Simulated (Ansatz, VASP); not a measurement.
# One calculation of NaH, two programs

POSCAR

```
NaH
1.0
    3.3191587685      0.0000000000      0.0000000000
   -1.6595793843      2.8744758127      0.0000000000
    0.0000000000      0.0000000000      5.8309537772
Na H
2 2
Direct
    0.0000000000      0.0000000000      0.0000000000
    0.0000000000      0.0000000000      0.5000000000
    0.3333333333      0.6666666667      0.2500000000
    0.6666666667      0.3333333333      0.7500000000
```

Contents of INCAR.step1:

```
SYSTEM = NaH
ALGO = Normal
EDIFF = 1E-5
ENCUT = 520
GGA = PE
ISIF = 2
ISMEAR = 0
LASPH = .True.
LCHARG = .False.
LREAL = .False.
LWAVE = .True.
NBANDS = 16
NELM = 80
PREC = Accurate
SIGMA = 0.01
```

Contents of INCAR.step2:

```
SYSTEM = NaH
AEXX = 0.2
ALGO = Normal
EDIFF = 1E-7
ENCUT = 520
GGA = PE
HFSCREEN = 0.5
ISIF = 2
ISMEAR = 0
ISTART = 1
LASPH = .True.
LCHARG = .False.
LHFCALC = .True.
LREAL = .False.
LWAVE = .False.
NBANDS = 16
NELM = 80
PREC = Accurate
PRECFOCK = Normal
SIGMA = 0.01
```

The input KPOINTS:

```
k-points
0
Gamma
  6 6 2
  0 0 0
```

Input for Ansatz:

```yaml
crystal:
  lattice:
    - [3.3191587685, 0.0, 0.0]
    - [-1.6595793843, 2.8744758127, 0.0]
    - [0.0, 0.0, 5.8309537772]
  atoms:
    - { symbol: Na, position: [0.0, 0.0, 0.0] }
    - { symbol: Na, position: [0.0, 0.0, 0.5] }
    - { symbol: H, position: [0.3333333333, 0.6666666667, 0.25] }
    - { symbol: H, position: [0.6666666667, 0.3333333333, 0.75] }
kpoints:
  mp_grid: { grid: [6, 6, 2] }
hamiltonian:
  xc: { exchange: pbe, correlation: pbe, exx: { coeff: 0.2, omega: 0.5 } }
scf:
  occupations: { method: fixed }
  n_extra_bands: 5
output:
  forces: true
  stress: true
  eigenvalues: true
```

Alike in both runs: task single point; functional PBE-based screened hybrid with a share of 0.2 of exact exchange and HFSCREEN = 0.5; k mesh 6 × 6 × 2; no spin polarisation.

```csv
,VASP,Ansatz
version,VASP 6.6.1,Ansatz 0.2.0
potentials or method,"VASP PAW PBE potentials, release 64 (Na_pv, H)",plane waves
plane-wave cutoff (eV),520,420
occupations,"gaussian, width 0.01 eV",fixed
valence electrons in the cell,16,20
```

|  | VASP | Ansatz | Ansatz less VASP |
| --- | --- | --- | --- |
| gap on the k mesh at the Fermi level (eV) | 3.84 | 3.84 | +0.006 |
| pressure (GPa) | 0.3 | 0.3 | 0.00 |
| traceless stress, the component that is largest in VASP (GPa) | 0.14 | 0.14 | -0.008 |

VASP's potentials were made for PBE, not for PBE-based screened hybrid. VASP's potentials hold 16 valence electrons a cell and Ansatz's 20, so a difference there can come from the potentials and not from the codes. Ansatz's warnings: stress exchange threshold loose, stress scf threshold loose.

The k mesh is coarse, so the values compare programs but aren't converged.
